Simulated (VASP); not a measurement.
# Ta3S4 (C2/m) in VASP: notebook

Ta3S4 is run at these levels: PBE; tasks: single point.

Program: VASP 6.6.1. These are calculated values, not measurements. Logs are shortened: lines on timing, memory, paths and dates and some standing lists are left out, and cuts for length are marked.

### Step 1. The cell of the first run

The structure is monoclinic, space group C2/m (No. 12). The conventional cell has a = 13.072 Å, b = 3.405 Å, c = 6.087 Å, α = 90.00°, β = 115.66°, γ = 90.00°. Within 3.2 Å of Ta (site symmetry m) lie 6 S at 2.41 to 2.57 Å and 3 Ta at 3.00 to 3.04 Å. Ta (site symmetry 2/m) has 6 S at 2.50 to 2.56 Å and 2 Ta at 3.04 Å within 3.3 Å. Within 3.2 Å of S (site symmetry m) lie 4 Ta at 2.41 to 2.50 Å. S (site symmetry m) has 5 Ta at 2.56 to 2.57 Å and 2 S at 3.23 Å within 3.4 Å.

### Step 2. Single point, PBE

File INCAR:

```
ALGO = Normal
EDIFF = 1E-7
ENCUT = 520
GGA = PE
ISIF = 2
ISMEAR = 0
LASPH = T
LCHARG = T
LELF = T
LREAL = F
LVHAR = T
LWAVE = F
NBANDS = 38
NELM = 100
PREC = Accurate
SIGMA = 0.1
```

File KPOINTS:

```
k-points
0
Gamma
  6 6 4
```

File POSCAR:

```
Ta3S4
1.0
    6.5361404160     -1.7026440865      0.0000000000
    6.5361404160      1.7026440865      0.0000000000
   -2.6360271418      0.0000000000      5.4870481172
Ta S
3 4
Direct
    0.7440000000      0.7440000000      0.6970000000
    0.2560000000      0.2560000000      0.3030000000
    0.0000000000      0.0000000000      0.0000000000
    0.1130000000      0.1130000000      0.4530000000
    0.8870000000      0.8870000000      0.5470000000
    0.6400000000      0.6400000000      0.9720000000
    0.3600000000      0.3600000000      0.0280000000
```

Potentials or basis: VASP PAW PBE potentials, release 64 (Ta_pv, S).

On the command line:

```
> cat potpaw_PBE.64/Ta_pv/POTCAR potpaw_PBE.64/S/POTCAR > POTCAR
> mpirun -np 1 vasp_std > vasp.out
```

OUTCAR:

```text
EDIFF = 1E-7
   ENCUT = 520
   GGA = PE
   ISIF = 2
   ISMEAR = 0
   LASPH = T
   LREAL = F
   NELM = 100
   PREC = Accurate

 ion  position               nearest neighbor table
   1  0.744  0.744  0.697-   5 2.41   4 2.42   4 2.42   7 2.57   7 2.57   6 2.57   2 3.00   2 3.00
                             3 3.04
   2  0.256  0.256  0.303-   4 2.41   5 2.42   5 2.42   6 2.57   6 2.57   7 2.57   1 3.00   1 3.00
                             3 3.04
   3  0.000  0.000  0.000-   4 2.50   5 2.50   6 2.56   6 2.56   7 2.56   7 2.56   1 3.04   2 3.04

   4  0.113  0.113  0.453-   2 2.41   1 2.42   1 2.42   3 2.50
   5  0.887  0.887  0.547-   1 2.41   2 2.42   2 2.42   3 2.50
   6  0.640  0.640  0.972-   3 2.56   3 2.56   2 2.57   2 2.57   1 2.57
   7  0.360  0.360  0.028-   3 2.56   3 2.56   1 2.57   1 2.57   2 2.57

  LATTYP: Found a base centered monoclinic cell.
 ALAT       =    13.0722808320
 B/A-ratio  =     0.2604968648
 C/A-ratio  =     0.4656717254
 COS(beta)  =    -0.4330306522

  Lattice vectors:

 A1 = (   6.5361404160,  -1.7026440865,   0.0000000000)
 A2 = (   6.5361404160,   1.7026440865,   0.0000000000)
 A3 = (  -2.6360271418,   0.0000000000,   5.4870481172)

Analysis of symmetry for initial positions (statically):
=====================================================================
 Subroutine PRICEL returns:
 Original cell was already a primitive cell.

 Routine SETGRP: Setting up the symmetry group for a
 base centered monoclinic supercell.

 Subroutine GETGRP returns: Found  4 space group operations
 (whereof  4 operations were pure point group operations)
 out of a pool of  4 trial point group operations.

The static configuration has the point symmetry C_2h.

Analysis of symmetry for dynamics (positions and initial velocities):
=====================================================================
 Subroutine PRICEL returns:
 Original cell was already a primitive cell.

 Routine SETGRP: Setting up the symmetry group for a
 base centered monoclinic supercell.

 Subroutine GETGRP returns: Found  4 space group operations
 (whereof  4 operations were pure point group operations)
 out of a pool of  4 trial point group operations.

The dynamic configuration has the point symmetry C_2h.

 Subroutine INISYM returns: Found  4 space group operations
 (whereof  4 operations are pure point group operations),
 and found     1 'primitive' translations

----------------------------------------------------------------------------------------

                                     Primitive cell

  volume of cell :     122.1277

  direct lattice vectors                    reciprocal lattice vectors
     6.536140416 -1.702644087  0.000000000     0.076497745 -0.293660903  0.036750203
     6.536140416  1.702644087  0.000000000     0.076497745  0.293660903  0.036750203
    -2.636027142  0.000000000  5.487048117     0.000000000  0.000000000  0.182247354

  length of vectors
     6.754267423  6.754267423  6.087391571     0.305678276  0.305678276  0.182247354

  position of ions in fractional coordinates (direct lattice)
     0.744000000  0.744000000  0.697000000
     0.256000000  0.256000000  0.303000000
     0.000000000  0.000000000  0.000000000
     0.113000000  0.113000000  0.453000000
     0.887000000  0.887000000  0.547000000
     0.640000000  0.640000000  0.972000000
     0.360000000  0.360000000  0.028000000

  ion indices of the primitive-cell ions
   primitive index   ion index
                 1           1
                 2           2
                 3           3
                 4           4
                 5           5
                 6           6
                 7           7

----------------------------------------------------------------------------------------

 KPOINTS: k-points

Automatic generation of k-mesh.
 Grid dimensions read from file:
 generate k-points for:    6    6    4

 Generating k-lattice:

  Cartesian coordinates                     Fractional coordinates (reciprocal lattice)
     0.012749624 -0.048943484  0.006125034     0.166666667  0.000000000  0.000000000
     0.012749624  0.048943484  0.006125034     0.000000000  0.166666667  0.000000000
     0.000000000  0.000000000  0.045561838     0.000000000  0.000000000  0.250000000

  Length of vectors
     0.050946379  0.050946379  0.045561838

  Shift w.r.t. Gamma in fractional coordinates (k-lattice)
     0.000000000  0.000000000  0.000000000

 Subroutine IBZKPT returns following result:
 ===========================================

 Found     47 irreducible k-points:

 Following reciprocal coordinates:
            Coordinates               Weight
  0.000000  0.000000  0.000000      1.000000
  0.166667  0.000000  0.000000      4.000000
  0.333333  0.000000  0.000000      4.000000
  0.500000  0.000000  0.000000      2.000000
  0.166667  0.166667  0.000000      2.000000
  0.333333  0.166667  0.000000      4.000000
[... 16 lines left out ...]
 -0.333333  0.166667  0.250000      4.000000
 -0.166667  0.166667  0.250000      4.000000
 [... further k-points ...]
   k-points           NKPTS =     47   k-points in BZ     NKDIM =     47   number of bands    NBANDS=     38
   number of dos      NEDOS =    301   number of ions     NIONS =      7
   total plane-waves  NPLWV = 120000
   dimension x,y,z NGX =    50 NGY =   50 NGZ =   48
   dimension x,y,z NGXF=   100 NGYF=  100 NGZF=   96
   ions per type =               3   4
   NGX,Y,Z   is equivalent  to a cutoff of  12.31, 12.31, 13.11 a.u.
   NGXF,Y,Z  is equivalent  to a cutoff of  24.61, 24.61, 26.22 a.u.
 SYSTEM =  unknown system
   PREC   = accura    normal or accurate (medium, high low for compatibility)
   ISTART =      0    job   : 0-new  1-cont  2-samecut
   ICHARG =      2    charge: 1-file 2-atom 10-const
   ISPIN  =      1    spin polarized calculation?
   LNONCOLLINEAR =      F non collinear calculations
   LSORBIT =      F    spin-orbit coupling
   LASPH  =      T    aspherical Exc in radial PAW
   ENCUT  =  520.0 eV  38.22 Ry    6.18 a.u.  12.56 12.56 11.32*2*pi/ulx,y,z
   NELM   =    100;   NELMIN=  2; NELMDL= -5     # of ELM steps
   EDIFF  = 0.1E-06   stopping-criterion for ELM
   LREAL  =      F    real-space projection
   EDIFFG = 0.1E-05   stopping-criterion for IOM
   NSW    =      0    number of steps for IOM
   IBRION =     -1    ionic relax: 0-MD 1-quasi-New 2-CG
   NFREE  =      0    steps in history (QN), initial steepest desc. (CG)
   ISIF   =      2    stress and relaxation
   ISYM   =      2    0-nonsym 1-usesym 2-fastsym
   POTIM  = 0.5000    time-step for ionic-motion
   TEBEG  =    0.0;   TEEND  =   0.0 temperature during run
   PSTRESS=    0.0 pullay stress
   NELECT =      57.0000    total number of electrons
   NUPDOWN=      -1.0000    fix difference up-down
   EMIN   =  10.00;   EMAX   =-10.00  energy-range for DOS
   EFERMI =   0.00;   METHOD = LEGACY
   ISMEAR =     0;   SIGMA  =   0.10  broadening in eV -4-tet -1-fermi 0-gaus
   EFERMI_NEDOS =   21; number of points for ismear=-14 and -15
   IALGO  =     38    algorithm
   IMIX   =      4    mixing-type and parameters
     AMIX     =   0.40;   BMIX     =  1.00
     AMIX_MAG =   1.60;   BMIX_MAG =  1.00
  volume/ion in A,a.u.               =      17.45       117.74
  Fermi-wavevector in a.u.,A,eV,Ry     =   1.269877  2.399720 21.940598  1.612588
  Thomas-Fermi vector in A             =   2.402895
   LORBIT       =      0    0 simple, 1 ext, 2 COOP (PROOUT), +10 PAW based schemes
   GGA     = PE    functional components
   LHFCALC =     F    Hartree Fock is set to
   AEXX    =    0.0000 exact exchange contribution
   IVDW    =     0    specifies the selected vdW correction
   LEPSILON=     F    determine dielectric tensor
   LRPA    =     F    only Hartree local field effects (RPA)
 non-spin polarized calculation
 Gauss-broadening in eV      SIGMA  =   0.10
  energy-cutoff  :      520.00
  volume of cell :      122.13
 maximum number of plane-waves:      3318
   NGX = 25   NGY = 25   NGZ = 23

 number of electron      56.9999999 magnetization

 Free energy of the ion-electron system (eV)
  ---------------------------------------------------
  ext. energy  EPLUGINS =         0.00000000
  ---------------------------------------------------
  free energy    TOTEN  =       -57.97651086 eV

  energy without entropy =      -57.95944813  energy(sigma->0) =      -57.96797949

 E-fermi :   7.1310     XC(G=0): -11.2948

 val. band max:        7.1309151827   @ k =  -0.3333   0.3333   0.0000
 cond. band min:       7.1337542481   @ k =   0.5000   0.5000   0.0000
 fundamental gap:      0.0028390654
 Fermi energy:         7.1309945617

 k-point     1 :       0.0000    0.0000    0.0000
  band No.  band energies     occupation
      1     -28.1770      2.00000
      2     -28.1160      2.00000
      3     -28.0260      2.00000
      4     -27.9221      2.00000
      5     -27.9136      2.00000
      6     -27.7978      2.00000
[... 30 lines left out ...]
     37      10.3487      0.00000
     38      10.4300      0.00000

 k-point     2 :       0.1667    0.0000    0.0000
  band No.  band energies     occupation
      1     -28.1668      2.00000
      2     -28.1029      2.00000
      3     -28.0218      2.00000
      4     -27.9717      2.00000
      5     -27.9597      2.00000
      6     -27.8243      2.00000
[... 30 lines left out ...]
     37      10.6929      0.00000
     38      11.1178      0.00000

 k-point     3 :       0.3333    0.0000    0.0000
  band No.  band energies     occupation
      1     -28.1462      2.00000
      2     -28.0989      2.00000
      3     -28.0711      2.00000
      4     -28.0373      2.00000
      5     -28.0087      2.00000
      6     -27.8666      2.00000
[... 30 lines left out ...]
     37      11.0657      0.00000
[... 781 lines left out ...]
 k-point    23 :      -0.3333    0.1667    0.2500
  band No.  band energies     occupation
      1     -28.1415      2.00000
      2     -28.1228      2.00000
      3     -28.1177      2.00000
      4     -28.0709      2.00000
      5     -28.0057      2.00000
      6     -27.8596      2.00000
[... 30 lines left out ...]
     37      10.9583      0.00000
     38      11.3071      0.00000

 k-point    24 :      -0.1667    0.1667    0.2500
  band No.  band energies     occupation
      1     -28.1441      2.00000
      2     -28.0999      2.00000
      3     -28.0803      2.00000
      4     -28.0337      2.00000
      5     -28.0078      2.00000
      6     -27.8666      2.00000
[... 30 lines left out ...]
     37      11.0052      0.00000
     38      11.4563      0.00000

 [... further k-points ...]
[... 5 lines left out ...]
  --------------------------------------------------------------------------------------
  -------------------------------------------------------------------------------------
  Total        6.9904885     -2.4512930      2.1139206      0.0000000      0.0000000      1.3670945
  in kB       91.7073392    -32.1582050     27.7322581      0.0000000      0.0000000     17.9347406
  external PRESSURE =      29.0937975 kB  Pullay stress =       0.0000000 kB

 VOLUME and BASIS-vectors are now :
 -----------------------------------------------------------------------------
  energy-cutoff  :      520.00
  volume of cell :      122.13
      direct lattice vectors                 reciprocal lattice vectors
     6.536140416 -1.702644087  0.000000000     0.076497745 -0.293660903  0.036750203
     6.536140416  1.702644087  0.000000000     0.076497745  0.293660903  0.036750203
    -2.636027142  0.000000000  5.487048117     0.000000000  0.000000000  0.182247354

 POSITION                                       TOTAL-FORCE (eV/Angst)
 -----------------------------------------------------------------------------------
      7.88847      0.00000      3.82447         0.048913      0.000000     -0.630581
      2.54779      0.00000      1.66258        -0.048913      0.000000      0.630581
      0.00000      0.00000      0.00000        -0.000000      0.000000      0.000000
      0.28305      0.00000      2.48563        -1.298746      0.000000     -0.597073
     10.15321      0.00000      3.00142         1.298746      0.000000      0.597073
      5.80404      0.00000      5.33341        -0.512252      0.000000     -0.125431
      4.63221      0.00000      0.15364         0.512252      0.000000      0.125431
 -----------------------------------------------------------------------------------
    total drift:                                0.000000     -0.000000     -0.000000

  FREE ENERGIE OF THE ION-ELECTRON SYSTEM (eV)
  ---------------------------------------------------
  free  energy   TOTEN  =       -57.9765108559 eV

  energy  without entropy=      -57.9594481339  energy(sigma->0) =      -57.96797949
```

Run time: 3.1 min. Hardware: 1 thread of Intel Xeon 6975P-C (Granite Rapids), shared host; peak memory 0.42 GiB.

Results:

```yaml
Free_energy: -57.9765 eV
Pressure: 2.9 GPa
Largest_force: 1.429 eV/Å
```

Forces in eV/Å, atoms in the order of the input:
```
Ta   0.049  0.000 -0.631
Ta  -0.049  0.000  0.631
Ta   0.000  0.000  0.000
S   -1.299  0.000 -0.597
S    1.299  0.000  0.597
S   -0.512  0.000 -0.125
S    0.512  0.000  0.125
```

Stress tensor (GPa, compression positive):
```
 9.17  0.00  1.79
 0.00 -3.22  0.00
 1.79  0.00  2.77
```

Caveat: spin-orbit coupling is left out, which moves the levels of the heavy elements; forces of over 1 eV/Å act on the atoms, so gaps and moduli don't describe the material at rest.

### Step 3. Single point, PBE, collinear spin, ferromagnetic start

File INCAR:

```
SYSTEM = Ta3S4
PREC     = Accurate       ! precision mode
ENCUT    = 520            ! plane-wave cutoff, eV
EDIFF    = 1E-7           ! SCF threshold, eV
ISMEAR   = 0              ! smearing method
SIGMA    = 0.1            ! smearing width, eV
LREAL    = .FALSE.        ! projectors in reciprocal space
LASPH    = .TRUE.         ! aspherical terms in the spheres
NELM     = 150            ! most SCF steps
ALGO     = Normal         ! electronic algorithm
ISIF     = 2              ! what is computed and relaxed
LWAVE    = .FALSE.        ! write WAVECAR
LCHARG   = .FALSE.        ! write CHGCAR
ISPIN    = 2              ! spin polarisation
MAGMOM   = 1 1 1 0 0 0 0  ! initial moments
LORBIT   = 11             ! projections on sites
LMAXMIX  = 4              ! l up to which the mixer works
GGA      = PE             ! functional
NBANDS   = 42             ! bands
```

File KPOINTS:

```
regular mesh
0
G
  6 6 4
  0 0 0
```

POSCAR is that of step 2.

Potentials or basis: VASP PAW PBE potentials, release 64 (Ta_pv, S).

On the command line:

```
> cat potpaw_PBE.64/Ta_pv/POTCAR potpaw_PBE.64/S/POTCAR > POTCAR
> mpirun -np 1 vasp_std > vasp.out
```

Wall time 7 min (1 thread of Intel Xeon 6975P-C (Granite Rapids), shared host); peak memory 0.64 GiB.

It converged, with:

| Item | Value |
| --- | --- |
| Free energy | -57.9765 eV |
| Pressure | 2.9 GPa |
| Largest force | 1.429 eV/Å |
| Net moment | 0.00 μB per cell |
| Valence electrons inside the program's atomic spheres | Ta 8.94, 8.81; S 3.76, 3.74 |

Forces on the atoms (eV/Å):
```
Ta   0.049  0.000 -0.631
Ta  -0.049  0.000  0.631
Ta   0.000  0.000  0.000
S   -1.299  0.000 -0.597
S    1.299  0.000  0.597
S   -0.512  0.000 -0.125
S    0.512  0.000  0.125
```

Stress tensor (GPa, compression positive):
```
 9.17  0.00  1.79
 0.00 -3.22  0.00
 1.79  0.00  2.77
```

Levels at points of the mesh, in eV from the Fermi level:
Spin up:
```csv
k point,band 24,band 25,band 26,band 27,band 28,band 29,band 30,band 31,band 32,band 33
"(0.00, 0.00, 0.00)",-2.36,-2.31,-2.12,-1.70,-0.78,-0.50,-0.11,0.21,1.70,2.18
"(0.50, 0.00, 0.00)",-4.23,-3.77,-1.69,-1.05,-0.28,0.49,0.85,1.89,2.35,2.39
"(0.50, 0.50, 0.00)",-3.29,-3.27,-2.56,-0.51,-0.11,0.00,0.09,0.52,1.08,2.22
"(0.00, 0.00, 0.50)",-3.18,-2.80,-2.53,-0.99,-0.34,0.10,0.17,0.71,1.19,1.24
"(0.50, 0.00, 0.50)",-3.91,-3.89,-2.29,-1.51,-0.30,-0.06,1.98,2.17,2.28,2.70
"(0.50, 0.50, 0.50)",-3.23,-3.17,-2.24,-1.45,-0.90,-0.02,0.36,0.58,1.82,2.56
```
Spin down:
| k point | band 26 | band 27 | band 28 | band 29 | band 30 | band 31 |
| --- | --- | --- | --- | --- | --- | --- |
| (0.00, 0.00, 0.00) | -2.12 | -1.70 | -0.78 | -0.50 | -0.11 | 0.21 |
| (0.50, 0.00, 0.00) | -1.69 | -1.05 | -0.28 | 0.49 | 0.85 | 1.89 |
| (0.50, 0.50, 0.00) | -2.56 | -0.51 | -0.11 | 0.00 | 0.09 | 0.52 |
| (0.00, 0.00, 0.50) | -2.53 | -0.99 | -0.34 | 0.10 | 0.17 | 0.71 |
| (0.50, 0.00, 0.50) | -2.29 | -1.51 | -0.30 | -0.06 | 1.98 | 2.17 |
| (0.50, 0.50, 0.50) | -2.24 | -1.45 | -0.90 | -0.02 | 0.36 | 0.58 |

Caveat: spin-orbit coupling is left out, which moves the levels of the heavy elements; forces of over 1 eV/Å act on the atoms, so gaps and moduli don't describe the material at rest.
